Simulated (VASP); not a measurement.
# Os in VASP: further runs

The runs below take Os through single point, with PBE.

Program: VASP 6.6.1. These are calculated values, not measurements. Logs are shortened: lines on timing, memory, paths and dates and some standing lists are left out, and cuts for length are marked.

## Step 1: The cell of the first run

The typed cell holds 1 atom: a = 2.626 Å, b = 2.628 Å, c = 2.654 Å, α = 60.55°, β = 59.67°, γ = 60.57°.

## Step 2: Single point, PBE (the cell strained at random)

File INCAR:

```
SYSTEM = Os
  PREC = Accurate
  ENCUT = 520
  EDIFF = 1E-6
  ISMEAR = 0
  SIGMA = 0.1
  LREAL = .FALSE.
  LASPH = .TRUE.
  NELM = 100
  ALGO = Normal
  ISIF = 2
  LWAVE = .FALSE.
  LCHARG = .FALSE.
  GGA = PE
  NBANDS = 10
```

File KPOINTS:

```
Automatic mesh
0
G
  16 16 16
  0 0 0
```

File POSCAR:

```
Os
1.0
    0.0018283000      1.8742020000      1.8400283500
    1.8632711000     -0.0114366000      1.8532932500
    1.8643992000      1.8885950000     -0.0125647000
Os
1
Direct
    0.0000000000      0.0000000000      0.0000000000
```

Potentials or basis: VASP PAW PBE potentials, release 64 (Os).

Run with:

```
cat potpaw_PBE.64/Os/POTCAR > POTCAR
mpirun -np 1 vasp_std > vasp.out
```

OUTCAR:

```text
SYSTEM = Os
   PREC = Accurate
   ENCUT = 520
   EDIFF = 1E-6
   ISMEAR = 0
   LREAL = .FALSE.
   LASPH = .TRUE.
   NELM = 100
   ISIF = 2
   GGA = PE

 ion  position               nearest neighbor table
   1  0.000  0.000  0.000-

  LATTYP: Found a triclinic cell.
 ALAT       =     2.6496751093
 B/A-ratio  =     0.9918356409
 C/A-ratio  =     0.9914674125
 COS(alpha) =     0.0053463941
 COS(beta)  =     0.4906503596
 COS(gamma) =     0.5047092410

  Lattice vectors:

 A1 = (  -1.8614428000,   1.8856386000,  -0.0132649000)
 A2 = (  -1.8632711000,   0.0114366000,  -1.8532932500)
 A3 = (  -1.8625709000,  -0.0143930000,   1.8525930500)

Analysis of symmetry for initial positions (statically):
=====================================================================
 Subroutine PRICEL returns:
 Original cell was already a primitive cell.

 Routine SETGRP: Setting up the symmetry group for a
 triclinic supercell.

 Subroutine GETGRP returns: Found  2 space group operations
 (whereof  2 operations were pure point group operations)
 out of a pool of  2 trial point group operations.

The static configuration has the point symmetry S_2 .

Analysis of symmetry for dynamics (positions and initial velocities):
=====================================================================
 Subroutine PRICEL returns:
 Original cell was already a primitive cell.

 Routine SETGRP: Setting up the symmetry group for a
 triclinic supercell.

 Subroutine GETGRP returns: Found  2 space group operations
 (whereof  2 operations were pure point group operations)
 out of a pool of  2 trial point group operations.

The dynamic configuration has the point symmetry S_2 .

 Subroutine INISYM returns: Found  2 space group operations
 (whereof  2 operations are pure point group operations),
 and found     1 'primitive' translations

----------------------------------------------------------------------------------------

                                     Primitive cell

  volume of cell :      13.0276

  direct lattice vectors                    reciprocal lattice vectors
     0.001828300  1.874202000  1.840028350    -0.268658658  0.267024683  0.271752875
     1.863271100 -0.011436600  1.853293250     0.268554300 -0.263331021  0.267954854
     1.864399200  1.888595000 -0.012564700     0.268237469  0.262909832 -0.268059213

  length of vectors
     2.626469267  2.628042210  2.653852544     0.466185887  0.461805633  0.461441937

  position of ions in fractional coordinates (direct lattice)
     0.000000000  0.000000000  0.000000000

  ion indices of the primitive-cell ions
   primitive index   ion index
                 1           1

----------------------------------------------------------------------------------------

 KPOINTS: Automatic mesh

Automatic generation of k-mesh.
 Grid dimensions read from file:
 generate k-points for:   16   16   16

 Generating k-lattice:

  Cartesian coordinates                     Fractional coordinates (reciprocal lattice)
    -0.016791166  0.016689043  0.016984555     0.062500000  0.000000000  0.000000000
     0.016784644 -0.016458189  0.016747178    -0.000000000  0.062500000  0.000000000
     0.016764842  0.016431864 -0.016753701     0.000000000  0.000000000  0.062500000

  Length of vectors
     0.029136618  0.028862852  0.028840121

  Shift w.r.t. Gamma in fractional coordinates (k-lattice)
     0.000000000  0.000000000  0.000000000

 Subroutine IBZKPT returns following result:
 ===========================================

 Found   2052 irreducible k-points:

 Following reciprocal coordinates:
            Coordinates               Weight
  0.000000  0.000000  0.000000      1.000000
  0.062500 -0.000000 -0.000000      2.000000
  0.125000 -0.000000 -0.000000      2.000000
  0.187500  0.000000 -0.000000      2.000000
  0.250000 -0.000000 -0.000000      2.000000
  0.312500 -0.000000 -0.000000      2.000000
[... 16 lines left out ...]
 -0.187500  0.062500  0.000000      2.000000
 -0.125000  0.062500  0.000000      2.000000
 [... further k-points ...]
   k-points           NKPTS =   2052   k-points in BZ     NKDIM =   2052   number of bands    NBANDS=     10
   number of dos      NEDOS =    301   number of ions     NIONS =      1
   total plane-waves  NPLWV =   8000
   dimension x,y,z NGX =    20 NGY =   20 NGZ =   20
   dimension x,y,z NGXF=    40 NGYF=   40 NGZF=   40
   ions per type =               1
   NGX,Y,Z   is equivalent  to a cutoff of  12.66, 12.65, 12.53 a.u.
   NGXF,Y,Z  is equivalent  to a cutoff of  25.32, 25.30, 25.06 a.u.
 SYSTEM =  Os
   PREC   = accura    normal or accurate (medium, high low for compatibility)
   ISTART =      0    job   : 0-new  1-cont  2-samecut
   ICHARG =      2    charge: 1-file 2-atom 10-const
   ISPIN  =      1    spin polarized calculation?
   LNONCOLLINEAR =      F non collinear calculations
   LSORBIT =      F    spin-orbit coupling
   LASPH  =      T    aspherical Exc in radial PAW
   ENCUT  =  520.0 eV  38.22 Ry    6.18 a.u.   4.88  4.89  4.93*2*pi/ulx,y,z
   NELM   =    100;   NELMIN=  2; NELMDL= -5     # of ELM steps
   EDIFF  = 0.1E-05   stopping-criterion for ELM
   LREAL  =      F    real-space projection
   EDIFFG = 0.1E-04   stopping-criterion for IOM
   NSW    =      0    number of steps for IOM
   IBRION =     -1    ionic relax: 0-MD 1-quasi-New 2-CG
   NFREE  =      0    steps in history (QN), initial steepest desc. (CG)
   ISIF   =      2    stress and relaxation
   ISYM   =      2    0-nonsym 1-usesym 2-fastsym
   POTIM  = 0.5000    time-step for ionic-motion
   TEBEG  =    0.0;   TEEND  =   0.0 temperature during run
   PSTRESS=    0.0 pullay stress
   NELECT =       8.0000    total number of electrons
   NUPDOWN=      -1.0000    fix difference up-down
   EMIN   =  10.00;   EMAX   =-10.00  energy-range for DOS
   EFERMI =   0.00;   METHOD = LEGACY
   ISMEAR =     0;   SIGMA  =   0.10  broadening in eV -4-tet -1-fermi 0-gaus
   EFERMI_NEDOS =   21; number of points for ismear=-14 and -15
   IALGO  =     38    algorithm
   IMIX   =      4    mixing-type and parameters
     AMIX     =   0.40;   BMIX     =  1.00
     AMIX_MAG =   1.60;   BMIX_MAG =  1.00
  volume/ion in A,a.u.               =      13.03        87.91
  Fermi-wavevector in a.u.,A,eV,Ry     =   1.391501  2.629555 26.344605  1.936274
  Thomas-Fermi vector in A             =   2.515334
   LORBIT       =      0    0 simple, 1 ext, 2 COOP (PROOUT), +10 PAW based schemes
   GGA     = PE    functional components
   LHFCALC =     F    Hartree Fock is set to
   AEXX    =    0.0000 exact exchange contribution
   IVDW    =     0    specifies the selected vdW correction
   LEPSILON=     F    determine dielectric tensor
   LRPA    =     F    only Hartree local field effects (RPA)
 non-spin polarized calculation
 Gauss-broadening in eV      SIGMA  =   0.10
  energy-cutoff  :      520.00
  volume of cell :       13.03
 maximum number of plane-waves:       363
   NGX =  9   NGY =  9   NGZ =  9

 number of electron       8.0000001 magnetization

 Free energy of the ion-electron system (eV)
  ---------------------------------------------------
  ext. energy  EPLUGINS =         0.00000000
  ---------------------------------------------------
  free energy    TOTEN  =       -10.92793041 eV

  energy without entropy =      -10.92471040  energy(sigma->0) =      -10.92632040

 E-fermi :  10.5514     XC(G=0): -14.4712

 val. band max:       10.5506763202   @ k =  -0.2500  -0.2500   0.0625
 cond. band min:      10.5537208787   @ k =   0.3125   0.3125   0.1250
 fundamental gap:      0.0030445585
 Fermi energy:        10.5514115455

 k-point     1 :       0.0000    0.0000    0.0000
  band No.  band energies     occupation
      1      -1.0158      2.00000
      2       6.9041      2.00000
      3       7.1580      2.00000
      4       7.3047      2.00000
      5      10.3645      1.99178
      6      10.7109      0.02409
      7      24.6398      0.00000
      8      30.4497      0.00000
      9      31.0046      0.00000
     10      31.2805      0.00000

 k-point     2 :       0.0625   -0.0000   -0.0000
  band No.  band energies     occupation
      1      -0.8141      2.00000
      2       6.9606      2.00000
      3       7.1414      2.00000
      4       7.3276      2.00000
      5      10.2916      1.99976
      6      10.6264      0.28896
      7      25.0283      0.00000
      8      30.0203      0.00000
      9      30.9458      0.00000
     10      31.4848      0.00000

 k-point     3 :       0.1250   -0.0000   -0.0000
  band No.  band energies     occupation
      1      -0.2408      2.00000
      2       6.7568      2.00000
      3       7.2783      2.00000
      4       7.5660      2.00000
      5      10.1494      2.00000
      6      10.4441      1.87087
      7      26.0333      0.00000
      8      28.3982      0.00000
      9      31.9670      0.00000
     10      32.5360      0.00000

 k-point     4 :       0.1875    0.0000   -0.0000
  band No.  band energies     occupation
      1       0.5912      2.00000
      2       6.4600      2.00000
      3       7.4806      2.00000
      4       7.8143      2.00000
      5      10.1675      2.00000
      6      10.3823      1.98323
      7      26.1715      0.00000
      8      28.0744      0.00000
      9      33.6077      0.00000
     10      34.1794      0.00000
[... 222 lines left out ...]
 k-point    22 :      -0.2500    0.0625    0.0000
  band No.  band energies     occupation
      1       1.8317      2.00000
      2       6.4016      2.00000
      3       7.4478      2.00000
      4       7.7989      2.00000
      5      10.2591      1.99996
      6      11.6404      0.00000
      7      24.7397      0.00000
      8      29.0176      0.00000
      9      34.5532      0.00000
     10      34.9342      0.00000

 k-point    23 :      -0.1875    0.0625    0.0000
  band No.  band energies     occupation
      1       1.0425      2.00000
      2       6.2207      2.00000
      3       7.6218      2.00000
      4       7.9190      2.00000
      5       9.7205      2.00000
      6      11.0032      0.00000
      7      26.0725      0.00000
      8      28.5910      0.00000
      9      33.4312      0.00000
     10      35.4314      0.00000

 k-point    24 :      -0.1250    0.0625    0.0000
  band No.  band energies     occupation
      1       0.1709      2.00000
      2       6.4360      2.00000
      3       7.5018      2.00000
      4       7.7784      2.00000
      5       9.7469      2.00000
      6      10.7216      0.01612
      7      26.6883      0.00000
      8      27.9484      0.00000
      9      32.1430      0.00000
     10      33.4600      0.00000

 [... further k-points ...]
[... 5 lines left out ...]
  --------------------------------------------------------------------------------------
  -------------------------------------------------------------------------------------
  Total        3.9734845      3.5871309      4.1633606     -0.0548300      0.4994315     -0.0145944
  in kB      488.6723825    441.1573360    512.0239867     -6.7431771     61.4217485     -1.7948719
  external PRESSURE =     480.6179017 kB  Pullay stress =       0.0000000 kB

 VOLUME and BASIS-vectors are now :
 -----------------------------------------------------------------------------
  energy-cutoff  :      520.00
  volume of cell :       13.03
      direct lattice vectors                 reciprocal lattice vectors
     0.001828300  1.874202000  1.840028350    -0.268658658  0.267024683  0.271752875
     1.863271100 -0.011436600  1.853293250     0.268554300 -0.263331021  0.267954854
     1.864399200  1.888595000 -0.012564700     0.268237469  0.262909832 -0.268059213

 POSITION                                       TOTAL-FORCE (eV/Angst)
 -----------------------------------------------------------------------------------
      0.00000      0.00000      0.00000         0.000000      0.000000     -0.000000
 -----------------------------------------------------------------------------------
    total drift:                                0.000000      0.000000     -0.000000

  FREE ENERGIE OF THE ION-ELECTRON SYSTEM (eV)
  ---------------------------------------------------
  free  energy   TOTEN  =       -10.9279304091 eV

  energy  without entropy=      -10.9247103991  energy(sigma->0) =      -10.92632040
```

Run time: 2.4 min. Hardware: 1 thread of Intel Xeon Platinum 8375C at 2.90GHz (Ice Lake), shared host; peak memory 0.38 GiB.

Results:

```
Free energy            : -10.9279 eV
Pressure               : 48.1 GPa
Band gap on the k mesh : zero (band 4 reaches 13.22 eV, above the bottom of band 5 at 8.66 eV)
```

Stress tensor (GPa, compression positive):
```
48.87 -0.67 -0.18
-0.67 44.12  6.14
-0.18  6.14 51.20
```

Levels at points of the mesh, in eV from the Fermi level:
```csv
k point,band 1,band 2,band 3,band 4,band 5,band 6,band 7,band 8
"(0.00, 0.00, 0.00)",-11.57,-3.65,-3.39,-3.25,-0.19,0.16,14.09,19.90
"(0.50, 0.00, 0.00)",-8.47,-3.84,-3.46,-0.21,2.64,2.82,10.07,13.57
"(0.00, 0.50, 0.00)",-8.49,-3.76,-3.43,-0.38,2.55,2.79,9.84,13.70
"(0.50, 0.50, 0.00)",-8.49,-7.74,2.63,2.66,3.39,3.59,12.45,12.67
"(0.00, 0.00, 0.50)",-8.50,-3.73,-3.45,-0.39,2.54,2.79,9.82,13.71
"(0.50, 0.00, 0.50)",-8.49,-7.71,2.25,2.66,3.42,3.52,12.84,12.94
"(0.00, 0.50, 0.50)",-8.49,-7.73,2.54,2.65,3.33,3.63,12.35,12.97
"(0.50, 0.50, 0.50)",-8.47,-3.83,-3.45,-0.23,2.61,2.83,10.04,13.59
```

Caveat: the cell differs from its parent crystal (the cell strained at random); spin-orbit coupling is left out, which moves the levels of the heavy elements.

## Step 3: Single point, PBE (strained)

File INCAR:

```
SYSTEM = Os
ALGO = Normal
EDIFF = 1E-7
ENCUT = 520
GGA = PE
ISIF = 2
ISMEAR = 0
ISYM = 0
LASPH = .True.
LCHARG = .True.
LELF = .True.
LREAL = .False.
LVHAR = .True.
LWAVE = .False.
NBANDS = 10
NELM = 100
PREC = Accurate
SIGMA = 0.1
```

File KPOINTS:

```
k-points
0
Gamma
  16 18 18
  0 0 0
```

File POSCAR:

```
Os
1.0
   -0.0389000000      1.9422770000      1.9422770000
    1.9033770000      0.0000000000      1.9033770000
    1.9033770000      1.9033770000      0.0000000000
Os
1
Direct
    0.0000000000      0.0000000000      0.0000000000
```

Potentials or basis: VASP PAW PBE potentials, release 64 (Os).

Run with:

```
cat potpaw_PBE.64/Os/POTCAR > POTCAR
mpirun -np 1 vasp_std > vasp.out
```

Wall time 3.4 min (1 thread of Intel Xeon Platinum 8375C at 2.90GHz (Ice Lake), shared host); peak memory 0.47 GiB.

Results (log left out):

```
Free energy            : -11.0963 eV
Pressure               : 3.7 GPa
Band gap on the k mesh : zero (band 4 reaches 11.44 eV, above the bottom of band 5 at 7.71 eV)
```

Stress tensor (GPa, compression positive):
```
 3.25  6.71  6.71
 6.71  3.96 -6.39
 6.71 -6.39  3.96
```

Levels at points of the mesh, in eV from the Fermi level:
| k point | band 2 | band 3 | band 4 | band 5 | band 6 | band 7 |
| --- | --- | --- | --- | --- | --- | --- |
| (0.00, 0.00, 0.00) | -3.29 | -2.77 | -2.77 | 0.06 | 0.06 | 14.25 |
| (0.50, 0.00, 0.00) | -3.00 | -3.00 | -0.54 | 2.30 | 2.31 | 8.35 |
| (0.00, 0.50, 0.00) | -3.40 | -2.84 | -0.11 | 2.21 | 2.65 | 9.00 |
| (0.50, 0.50, 0.00) | -6.74 | 2.32 | 2.33 | 3.06 | 3.13 | 11.82 |
| (0.00, 0.00, 0.50) | -3.40 | -2.84 | -0.11 | 2.21 | 2.65 | 9.00 |
| (0.50, 0.00, 0.50) | -6.74 | 2.32 | 2.33 | 3.06 | 3.13 | 11.82 |
| (0.00, 0.50, 0.50) | -6.74 | 2.32 | 2.33 | 3.06 | 3.13 | 11.82 |
| (0.50, 0.50, 0.50) | -3.40 | -2.84 | -0.11 | 2.21 | 2.64 | 9.00 |

Caveat: the cell differs from its parent crystal (strained); spin-orbit coupling is left out, which moves the levels of the heavy elements.

## Step 4: Single point, PBE (the cell strained at random)

File INCAR:

```
SYSTEM = Os
PREC     = Accurate       ! precision mode
ENCUT    = 520            ! plane-wave cutoff, eV
EDIFF    = 1E-6           ! SCF threshold, eV
ISMEAR   = 0              ! smearing method
SIGMA    = 0.1            ! smearing width, eV
LREAL    = .FALSE.        ! projectors in reciprocal space
LASPH    = .TRUE.         ! aspherical terms in the spheres
NELM     = 100            ! most SCF steps
ALGO     = Normal         ! electronic algorithm
ISIF     = 2              ! what is computed and relaxed
LWAVE    = .FALSE.        ! write WAVECAR
LCHARG   = .FALSE.        ! write CHGCAR
GGA      = PE             ! functional
NBANDS   = 10             ! bands
```

File KPOINTS:

```
regular mesh
0
G
  16 16 16
  0 0 0
```

File POSCAR:

```
Os
1.0
    0.0082079000      2.0038557000      1.9878094500
    1.9388149000      0.0571052000      1.9389121500
    1.9670174000      1.9831609000      0.0289027000
Os
1
Direct
    0.0000000000      0.0000000000      0.0000000000
```

Run with:

```
cat potpaw_PBE.64/Os/POTCAR > POTCAR
mpirun -np 1 vasp_std > vasp.out
```

It took 2.3 min on 1 thread of Intel Xeon Platinum 8375C at 2.90GHz (Ice Lake), shared host; peak memory 0.42 GiB.

Results (log left out):

```
Free energy            : -11.0582 eV
Pressure               : -13.8 GPa
Band gap on the k mesh : zero (band 4 reaches 10.70 eV, above the bottom of band 5 at 7.00 eV)
```

Stress tensor (GPa, compression positive):
```
-13.66  -5.16   3.03
 -5.16 -14.75 -10.98
  3.03 -10.98 -12.90
```

Levels at points of the mesh, in eV from the Fermi level:
```tsv
k point	band 1	band 2	band 3	band 4	band 5	band 6	band 7	band 8
(0.00, 0.00, 0.00)	-10.30	-3.14	-2.86	-2.38	-0.06	0.08	14.22	19.02
(0.50, 0.00, 0.00)	-7.22	-3.21	-2.52	-0.39	1.86	2.33	7.96	13.90
(0.00, 0.50, 0.00)	-7.11	-3.23	-2.81	0.13	2.19	2.39	8.69	13.47
(0.50, 0.50, 0.00)	-7.00	-6.33	2.03	2.25	2.78	2.85	11.33	11.44
(0.00, 0.00, 0.50)	-7.17	-3.31	-2.54	-0.18	1.93	2.39	8.28	13.72
(0.50, 0.00, 0.50)	-7.01	-6.33	2.04	2.08	2.74	2.87	11.12	11.73
(0.00, 0.50, 0.50)	-7.00	-6.34	2.10	2.24	2.75	2.85	11.06	11.30
(0.50, 0.50, 0.50)	-7.24	-3.09	-2.60	-0.47	1.85	2.29	7.84	13.97
```

Caveat: the cell differs from its parent crystal (the cell strained at random); spin-orbit coupling is left out, which moves the levels of the heavy elements.

## Step 5: Single point, PBE (strained)

File INCAR:

```
  PREC = Accurate
  ENCUT = 520
  EDIFF = 1E-6
  ISMEAR = 0
  SIGMA = 0.1
  LREAL = F
  LASPH = T
  NELM = 100
  ALGO = Normal
  ISIF = 2
  LWAVE = F
  LCHARG = F
  GGA = PE
  NBANDS = 10
```

File KPOINTS:

```
Automatic mesh
0
Gamma
  18 18 18
```

File POSCAR:

```
Os
1.0
    0.0000000000      1.8783643000      1.8783643000
    1.8783643000      0.0000000000      1.8783643000
    1.8783643000      1.8783643000      0.0000000000
Os
1
Direct
    0.0000000000      0.0000000000      0.0000000000
```

Run with:

```
cat potpaw_PBE.64/Os/POTCAR > POTCAR
mpirun -np 1 vasp_std > vasp.out
```

Wall time 15 s (1 thread of AMD EPYC 7R13 (Zen 3), shared host); peak memory 0.12 GiB.

It converged, with:

```yaml
Free_energy: -10.9982 eV
Pressure: 37.5 GPa
Band_gap_on_the_k_mesh: zero (band 4 reaches 12.86 eV, above the bottom of band 5 at 8.65 eV)
```

Levels at points of the mesh, in eV from the Fermi level:
| k point | band 1 | band 2 | band 3 | band 4 | band 5 | band 6 | band 7 | band 8 |
| --- | --- | --- | --- | --- | --- | --- | --- | --- |
| (0.00, 0.00, 0.00) | -11.28 | -3.21 | -3.21 | -3.21 | 0.11 | 0.11 | 14.24 | 20.39 |
| (0.50, 0.00, 0.00) | -8.18 | -3.40 | -3.40 | -0.18 | 2.75 | 2.75 | 9.82 | 13.79 |
| (0.50, 0.50, 0.00) | -8.16 | -7.41 | 2.56 | 2.71 | 3.51 | 3.51 | 12.71 | 12.71 |

Caveat: the cell differs from its parent crystal (strained); spin-orbit coupling is left out, which moves the levels of the heavy elements.

## Step 6: Overview

| cell | k mesh | gap on the mesh (eV) | pressure (GPa) |
| --- | --- | --- | --- |
| a = 2.626, b = 2.628, c = 2.654 Å, angles 60.6, 59.7, 60.6°, 1 atom | 16 × 16 × 16 | none | 48.1 |
| a = 2.747, b = 2.692, c = 2.692 Å, angles 60.0, 60.7, 60.7°, 1 atom | 16 × 18 × 18 | none | 3.7 |
| a = 2.823, b = 2.743, c = 2.793 Å, angles 58.7, 59.1, 59.0°, 1 atom | 16 × 16 × 16 | none | -13.8 |
| a = 2.656 Å, angles 60.0°, 1 atom | 18 × 18 × 18 | none | 37.5 |

Alike in all rows: task single point; level PBE; potentials or basis VASP PAW PBE potentials, release 64 (Os); no spin polarisation; cutoff (eV) 520; smearing gaussian 0.1 eV.

Caveats: spin-orbit coupling is left out, which moves the levels of the heavy elements.

Total energies depend on the potentials used, so only differences within one code and one set of settings carry meaning.
